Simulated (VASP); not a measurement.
# BN: relaxation of cell and atoms with r2SCAN+rVV10

Crystal: BN.

```
B N
1.0
     2.50612    0.00000    0.00000
    -1.25306    2.17037    0.00000
     0.00000    0.00000    6.59736
B N
2 2
Direct
  0.00000 0.00000 0.50000
  0.33333 0.66667 0.00000
  0.00000 0.00000 0.00000
  0.66667 0.33333 0.50000
```

```json
{"Program": "VASP 6.6.1", "Task": "relaxation of cell and atoms", "Functional": "r2SCAN", "Dispersion": "rVV10", "Potentials or basis": "VASP PAW PBE potentials, release 64 (B, N)", "Cutoff": "600 eV", "k mesh": "12 × 12 × 4", "Occupations": "fermi-dirac, width 0.02 eV", "Spin": "no spin polarisation", "Dipole correction": "no", "Further INCAR settings": "ALGO = Normal; EDIFF = 1e-07; IBRION = 2; EDIFFG = -0.005; NSW = 80; ISIF = 3"}
```

```json
{"Relaxed volume": "8.79 Å³/atom", "Relaxed cell": "a = 2.502 Å, b = 2.502 Å, c = 6.486 Å, α = 90.00°, β = 90.00°, γ = 120.00°", "Space group after relaxing (to 0.1 Å)": "P-6m2 (No. 187)", "Energy gained by relaxing": "0.5 meV/atom", "Ionic steps": "6", "Pressure after relaxing": "0.0 GPa", "Band gap on the k mesh": "4.89 eV (least direct gap 5.10 eV)"}
```

Stress tensor (GPa, compression positive):
```
 0.05  0.00  0.00
 0.00  0.05  0.00
 0.00  0.00 -0.07
```

The path:
```csv
step,energy change (eV),largest force (eV/Å),pressure (GPa),volume (Å³)
1,0.0000,0.0000,-1.44,35.88
2,0.0018,0.0000,2.30,35.47
3,-0.0008,0.0000,-0.13,35.74
4,-0.0010,0.0000,-0.12,35.68
5,-0.0016,0.0000,-0.08,35.50
6,-0.0021,0.0000,0.01,35.16
```

Final structure:
```
B N
1.0
     2.50185    0.00000    0.00000
    -1.25093    2.16667    0.00000
     0.00000    0.00000    6.48564
B N
2 2
Cartesian
  -1.2509 2.1667 3.2428
  0.0000 1.4444 0.0000
  1.2509 2.1667 6.4856
  1.2509 0.7222 3.2428
```

Levels at points of the mesh, in eV from the valence-band top:
| k point | band 4 | band 5 | band 6 | band 7 | band 8 | band 9 | band 10 | band 11 | band 12 |
| --- | --- | --- | --- | --- | --- | --- | --- | --- | --- |
| (0.00, 0.00, 0.00) | -4.12 | -1.45 | -1.45 | -1.32 | -1.32 | 5.64 | 11.24 | 12.25 | 12.25 |
| (0.50, 0.00, 0.00) | -9.20 | -4.39 | -4.24 | -1.41 | -0.68 | 4.89 | 6.27 | 10.28 | 10.40 |
| (0.00, 0.00, 0.50) | -5.45 | -1.45 | -1.45 | -1.33 | -1.33 | 8.26 | 8.31 | 12.27 | 12.27 |
| (0.50, 0.00, 0.50) | -9.26 | -4.37 | -4.26 | -1.04 | -0.92 | 5.18 | 5.26 | 10.55 | 10.67 |

Run time: 9.7 min on 1 thread of Intel(R) Xeon(R) Platinum 8488C (Sapphire Rapids) (shared host), peak memory 0.26 GiB.

Caveat: the PAW data sets were made with another functional, which shifts forces and pressure a little. r2SCAN opens gaps a little over a GGA but as a rule still falls short of measured ones.
